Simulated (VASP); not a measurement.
# TiO2 in VASP: single point with PBE+D3(BJ)

Aim: the single point of TiO2 with PBE+D3(BJ).

All numbers are computed with VASP 6.6.1; they aren't measurements. Logs are shortened: lines on timing, memory, paths and dates and some standing lists are left out, and cuts for length are marked.

**1. The cell of the first run**

The cell holds a slab with vacuum, 18 atoms: a = 2.954 Å, b = 6.517 Å, c = 26.067 Å, α = 90.00°, β = 90.00°, γ = 90.00°.

**2. Single point, PBE+D3(BJ)**

The input, INCAR:

```
ALGO = Normal ; DIPOL = 0.5 0.5 0.501
EDIFF = 1E-6 ; ENCUT = 520
GGA = PE ; IDIPOL = 3
ISIF = 2 ; ISMEAR = 0
IVDW = 12 ; LASPH = True
LCHARG = True ; LDIPOL = True
LELF = True ; LREAL = Auto
LVACPOTAV = True ; LVHAR = True
LWAVE = False ; NBANDS = 87
NELM = 100 ; PREC = Accurate
SIGMA = 0.05
```

The input, KPOINTS:

```
k-points
0
Gamma
  9 4 1
```

The input, POSCAR:

```
TiO2
1.0
    2.9542647289      0.0000000000      0.0000000000
    0.0000000000      6.5169289218      0.0000000000
    0.0000000000      0.0000000000     26.0666474767
O Ti
12 6
Direct
    0.0000000000      0.0000000000      0.3260871966
    0.5000000000      0.3043772929      0.3749948775
    0.5000000000      0.6956227071      0.3749948775
    0.0000000000      0.0000000000      0.4239025584
    0.0000000000      0.5000000000      0.4510923191
    0.5000000000      0.7978692211      0.4997009930
    0.5000000000      0.2021307789      0.4997009930
    0.0000000000      0.5000000000      0.5491089073
    0.0000000000      0.0000000000      0.5745809772
    0.5000000000      0.3134592334      0.6312782259
    0.5000000000      0.6865407666      0.6312782259
    0.0000000000      0.0000000000      0.6726896525
    0.0000000000      0.5000000000      0.3749948775
    0.5000000000      0.0000000000      0.3749948775
    0.0000000000      0.0000000000      0.5018088787
    0.5000000000      0.5000000000      0.4981268279
    0.0000000000      0.5000000000      0.6191073703
    0.5000000000      0.0000000000      0.6311853516
```

Potentials or basis: VASP PAW PBE potentials, release 64 (O, Ti_sv).

The run is started by

```sh
$ cat potpaw_PBE.64/O/POTCAR potpaw_PBE.64/Ti_sv/POTCAR > POTCAR
$ mpirun -np 1 vasp_std > vasp.out
```

OUTCAR:

```text
EDIFF = 1E-6
   ENCUT = 520
   GGA = PE
   ISIF = 2
   ISMEAR = 0
   IVDW = 12
   LASPH = True
   LREAL = Auto
   NELM = 100
   PREC = Accurate
 IVDW          = 12

 ion  position               nearest neighbor table
   1  0.000  0.000  0.326-  14 1.95  14 1.95
   2  0.500  0.304  0.375-  13 1.95  13 1.95  14 1.98
   3  0.500  0.696  0.375-  13 1.95  13 1.95  14 1.98
   4  0.000  0.000  0.424-  14 1.95  14 1.95  15 2.03
   5  0.000  0.500  0.451-  16 1.92  16 1.92  13 1.98
   6  0.500  0.798  0.500-  16 1.94  15 1.98  15 1.98
   7  0.500  0.202  0.500-  16 1.94  15 1.98  15 1.98
   8  0.000  0.500  0.549-  17 1.82  16 1.99  16 1.99
   9  0.000  0.000  0.575-  15 1.90  18 2.09  18 2.09
  10  0.500  0.313  0.631-  17 1.94  17 1.94  18 2.04
  11  0.500  0.687  0.631-  17 1.94  17 1.94  18 2.04
  12  0.000  0.000  0.673-  18 1.83  18 1.83
  13  0.000  0.500  0.375-   2 1.95   3 1.95   2 1.95   3 1.95   5 1.98
  14  0.500  0.000  0.375-   1 1.95   4 1.95   1 1.95   4 1.95   3 1.98   2 1.98
  15  0.000  0.000  0.502-   9 1.90   7 1.98   6 1.98   6 1.98   7 1.98   4 2.03
  16  0.500  0.500  0.498-   5 1.92   5 1.92   7 1.94   6 1.94   8 1.99   8 1.99
  17  0.000  0.500  0.619-   8 1.82  10 1.94  11 1.94  10 1.94  11 1.94
  18  0.500  0.000  0.631-  12 1.83  12 1.83  10 2.04  11 2.04   9 2.09   9 2.09

  LATTYP: Found a simple orthorhombic cell.
 ALAT       =     2.9542647289
 B/A-ratio  =     2.2059393859
 C/A-ratio  =     8.8233959610

  Lattice vectors:

 A1 = (   2.9542647289,   0.0000000000,   0.0000000000)
 A2 = (   0.0000000000,   6.5169289218,   0.0000000000)
 A3 = (   0.0000000000,   0.0000000000,  26.0666474767)

Analysis of symmetry for initial positions (statically):
=====================================================================
 Subroutine PRICEL returns:
 Original cell was already a primitive cell.

 Routine SETGRP: Setting up the symmetry group for a
 simple orthorhombic supercell.

 Subroutine GETGRP returns: Found  4 space group operations
 (whereof  4 operations were pure point group operations)
 out of a pool of  8 trial point group operations.

The static configuration has the point symmetry C_2v.

Analysis of symmetry for dynamics (positions and initial velocities):
=====================================================================
 Subroutine PRICEL returns:
 Original cell was already a primitive cell.

 Routine SETGRP: Setting up the symmetry group for a
 simple orthorhombic supercell.

 Subroutine GETGRP returns: Found  4 space group operations
 (whereof  4 operations were pure point group operations)
 out of a pool of  8 trial point group operations.

The dynamic configuration has the point symmetry C_2v.

 Subroutine INISYM returns: Found  4 space group operations
 (whereof  4 operations are pure point group operations),
 and found     1 'primitive' translations

----------------------------------------------------------------------------------------

                                     Primitive cell

  volume of cell :     501.8542

  direct lattice vectors                    reciprocal lattice vectors
     2.954264729  0.000000000  0.000000000     0.338493700  0.000000000  0.000000000
     0.000000000  6.516928922  0.000000000     0.000000000  0.153446510  0.000000000
     0.000000000  0.000000000 26.066647477     0.000000000  0.000000000  0.038363200

  length of vectors
     2.954264729  6.516928922 26.066647477     0.338493700  0.153446510  0.038363200

  position of ions in fractional coordinates (direct lattice)
     0.000000000  0.000000000  0.326087197
     0.500000000  0.304377293  0.374994878
     0.500000000  0.695622707  0.374994878
     0.000000000  0.000000000  0.423902558
     0.000000000  0.500000000  0.451092319
     0.500000000  0.797869221  0.499700993
[... 10 lines left out ...]
     0.000000000  0.500000000  0.619107370
     0.500000000  0.000000000  0.631185352

  ion indices of the primitive-cell ions
   primitive index   ion index
                 1           1
                 2           2
                 3           3
                 4           4
                 5           5
                 6           6
[... 10 lines left out ...]
                17          17
                18          18

----------------------------------------------------------------------------------------

 KPOINTS: k-points

Automatic generation of k-mesh.
 Grid dimensions read from file:
 generate k-points for:    9    4    1

 Generating k-lattice:

  Cartesian coordinates                     Fractional coordinates (reciprocal lattice)
     0.037610411  0.000000000  0.000000000     0.111111111  0.000000000  0.000000000
     0.000000000  0.038361628  0.000000000     0.000000000  0.250000000  0.000000000
     0.000000000  0.000000000  0.038363200     0.000000000  0.000000000  1.000000000

  Length of vectors
     0.037610411  0.038361628  0.038363200

  Shift w.r.t. Gamma in fractional coordinates (k-lattice)
     0.000000000  0.000000000  0.000000000

 Subroutine IBZKPT returns following result:
 ===========================================

 Found     15 irreducible k-points:

 Following reciprocal coordinates:
            Coordinates               Weight
  0.000000  0.000000  0.000000      1.000000
  0.111111  0.000000  0.000000      2.000000
  0.222222  0.000000  0.000000      2.000000
  0.333333  0.000000  0.000000      2.000000
  0.444444  0.000000  0.000000      2.000000
  0.000000  0.250000  0.000000      2.000000
  0.111111  0.250000  0.000000      4.000000
  0.222222  0.250000  0.000000      4.000000
  0.333333  0.250000  0.000000      4.000000
  0.444444  0.250000  0.000000      4.000000
  0.000000  0.500000  0.000000      1.000000
  0.111111  0.500000  0.000000      2.000000
  0.222222  0.500000  0.000000      2.000000
  0.333333  0.500000  0.000000      2.000000
  0.444444  0.500000  0.000000      2.000000
   k-points           NKPTS =     15   k-points in BZ     NKDIM =     15   number of bands    NBANDS=     87
   number of dos      NEDOS =    301   number of ions     NIONS =     18
   total plane-waves  NPLWV = 225792
   dimension x,y,z NGX =    24 NGY =   48 NGZ =  196
   dimension x,y,z NGXF=    48 NGYF=   96 NGZF=  392
   ions per type =              12   6
   NGX,Y,Z   is equivalent  to a cutoff of  13.51, 12.24, 12.50 a.u.
   NGXF,Y,Z  is equivalent  to a cutoff of  27.01, 24.49, 25.00 a.u.
 SYSTEM =  unknown system
   PREC   = accura    normal or accurate (medium, high low for compatibility)
   ISTART =      0    job   : 0-new  1-cont  2-samecut
   ICHARG =      2    charge: 1-file 2-atom 10-const
   ISPIN  =      1    spin polarized calculation?
   LNONCOLLINEAR =      F non collinear calculations
   LSORBIT =      F    spin-orbit coupling
   LASPH  =      T    aspherical Exc in radial PAW
   ENCUT  =  520.0 eV  38.22 Ry    6.18 a.u.   5.49 12.12 48.47*2*pi/ulx,y,z
   NELM   =    100;   NELMIN=  2; NELMDL= -5     # of ELM steps
   EDIFF  = 0.1E-05   stopping-criterion for ELM
   LREAL  =      T    real-space projection
   EDIFFG = 0.1E-04   stopping-criterion for IOM
   NSW    =      0    number of steps for IOM
   IBRION =     -1    ionic relax: 0-MD 1-quasi-New 2-CG
   NFREE  =      0    steps in history (QN), initial steepest desc. (CG)
   ISIF   =      2    stress and relaxation
   ISYM   =      2    0-nonsym 1-usesym 2-fastsym
   POTIM  = 0.5000    time-step for ionic-motion
   TEBEG  =    0.0;   TEEND  =   0.0 temperature during run
   PSTRESS=    0.0 pullay stress
   NELECT =     144.0000    total number of electrons
   NUPDOWN=      -1.0000    fix difference up-down
   EMIN   =  10.00;   EMAX   =-10.00  energy-range for DOS
   EFERMI =   0.00;   METHOD = LEGACY
   ISMEAR =     0;   SIGMA  =   0.05  broadening in eV -4-tet -1-fermi 0-gaus
   EFERMI_NEDOS =   21; number of points for ismear=-14 and -15
   IALGO  =     38    algorithm
   IMIX   =      4    mixing-type and parameters
     AMIX     =   0.40;   BMIX     =  1.00
     AMIX_MAG =   1.60;   BMIX_MAG =  1.00
  volume/ion in A,a.u.               =      27.88       188.15
  Fermi-wavevector in a.u.,A,eV,Ry     =   1.079783  2.040494 15.863458  1.165931
  Thomas-Fermi vector in A             =   2.215757
   LORBIT       =      0    0 simple, 1 ext, 2 COOP (PROOUT), +10 PAW based schemes
   GGA     = PE    functional components
   LHFCALC =     F    Hartree Fock is set to
   AEXX    =    0.0000 exact exchange contribution
   IVDW    =    12    specifies the selected vdW correction
   LEPSILON=     F    determine dielectric tensor
   LRPA    =     F    only Hartree local field effects (RPA)
 non-spin polarized calculation
 Gauss-broadening in eV      SIGMA  =   0.05
  energy-cutoff  :      520.00
  volume of cell :      501.85
 maximum number of plane-waves:     13592
 NGX is ok and might be reduce to    24
   NGX = 11   NGY = 25   NGZ = 97

 dipolmoment           0.000000      0.000000      0.000074 electrons x Angstroem

 number of electron     143.9999945 magnetization

 dipolmoment           0.000000      0.000000     -0.005474 electrons x Angstroem

 Free energy of the ion-electron system (eV)
  ---------------------------------------------------
  ext. energy  EPLUGINS =         0.00000000
  ---------------------------------------------------
  free energy    TOTEN  =      -158.57553242 eV

  energy without entropy =     -158.57553242  energy(sigma->0) =     -158.57553242

 E-fermi :  -2.0497     XC(G=0):  -4.7731

 val. band max:       -2.3633549479   @ k =   0.2222   0.5000   0.0000
 cond. band min:      -1.4144363269   @ k =   0.0000   0.0000   0.0000
 fundamental gap:      0.9489186210
 Fermi energy:        -2.0496825094

 k-point     1 :       0.0000    0.0000    0.0000
  band No.  band energies     occupation
      1     -60.3956      2.00000
      2     -60.0978      2.00000
      3     -59.8121      2.00000
      4     -59.4260      2.00000
      5     -58.9145      2.00000
      6     -58.4908      2.00000
[... 1294 lines left out ...]
     83       0.5800      0.00000
     84       0.7438      0.00000
 [bands above 84 left out]

------------------------ aborting loop because EDIFF is reached ----------------------------------------

 Edisp (eV)   -3.47547

 E8    (eV) :    -1.4224

  FORCE on cell =-STRESS in cart. coord.  units (eV):
  Direction    XX          YY          ZZ          XY          YZ          ZX
  --------------------------------------------------------------------------------------
  -------------------------------------------------------------------------------------
  Total      -3.12578     2.18699    -2.02473     0.00000     0.00000     0.00000
  in kB      -9.97910     6.98199    -6.46400     0.00000     0.00000     0.00000
  external pressure =       -3.15 kB  Pullay stress =        0.00 kB

 VOLUME and BASIS-vectors are now :
 -----------------------------------------------------------------------------
  energy-cutoff  :      520.00
  volume of cell :      501.85
      direct lattice vectors                 reciprocal lattice vectors
     2.954264729  0.000000000  0.000000000     0.338493700  0.000000000  0.000000000
     0.000000000  6.516928922  0.000000000     0.000000000  0.153446510  0.000000000
     0.000000000  0.000000000 26.066647477     0.000000000  0.000000000  0.038363200

 POSITION                                       TOTAL-FORCE (eV/Angst)
 -----------------------------------------------------------------------------------
      0.00000      0.00000      8.50000         0.000000      0.000000      1.732119
      1.47713      1.98361      9.77486         0.000000      1.941686     -0.765366
      1.47713      4.53332      9.77486         0.000000     -1.941686     -0.765366
      0.00000      0.00000     11.04972         0.000000      0.000000      1.576290
      0.00000      3.25846     11.75846         0.000000      0.000000     -1.230144
      1.47713      5.19966     13.02553         0.000000     -0.003101     -0.005541
[... 10 lines left out ...]
      0.00000      3.25846     16.13805         0.000000      0.000000      0.074849
      1.47713      0.00000     16.45289         0.000000      0.000000     -0.073676
 -----------------------------------------------------------------------------------
    total drift:                                0.000000      0.000000      0.018613

  FREE ENERGIE OF THE ION-ELECTRON SYSTEM (eV)
  ---------------------------------------------------
  free  energy   TOTEN  =      -162.0510001200 eV

  energy  without entropy=     -162.0510001200  energy(sigma->0) =     -162.05100012

 vacuum level on the upper side and lower side of the slab         4.559         4.611
```

It took 18 min on 1 thread of AMD EPYC 9R45 (Zen 5), shared host; peak memory 0.7 GiB.

What came out:

```
Free energy                : -162.0510 eV
Largest force              : 3.060 eV/Å
Band gap on the k mesh     : 0.95 eV (least direct gap 1.03 eV)
Dispersion energy per atom : -0.193 eV
```

Forces in eV/Å, atoms in the order of the input:
```
O    0.000  0.000  1.732
O    0.000  1.942 -0.765
O    0.000 -1.942 -0.765
O    0.000  0.000  1.576
O    0.000  0.000 -1.230
O    0.000 -0.003 -0.006
O    0.000  0.003 -0.006
O    0.000  0.000 -0.036
O    0.000  0.000  0.029
O    0.000 -0.048  0.014
O    0.000  0.048  0.014
O    0.000  0.000  0.115
Ti   0.000  0.000  2.401
Ti   0.000  0.000 -3.060
Ti   0.000  0.000 -0.025
Ti   0.000  0.000  0.009
Ti   0.000  0.000  0.075
Ti   0.000  0.000 -0.074
```

Levels at points of the mesh, in eV from the valence-band top:
| k point | band 69 | band 70 | band 71 | band 72 | band 73 | band 74 | band 75 | band 76 |
| --- | --- | --- | --- | --- | --- | --- | --- | --- |
| (0.00, 0.00, 0.00) | -0.50 | -0.19 | -0.16 | -0.08 | 0.95 | 1.23 | 1.42 | 1.49 |
| (0.00, 0.50, 0.00) | -0.73 | -0.30 | -0.18 | -0.14 | 0.99 | 1.41 | 1.60 | 2.09 |
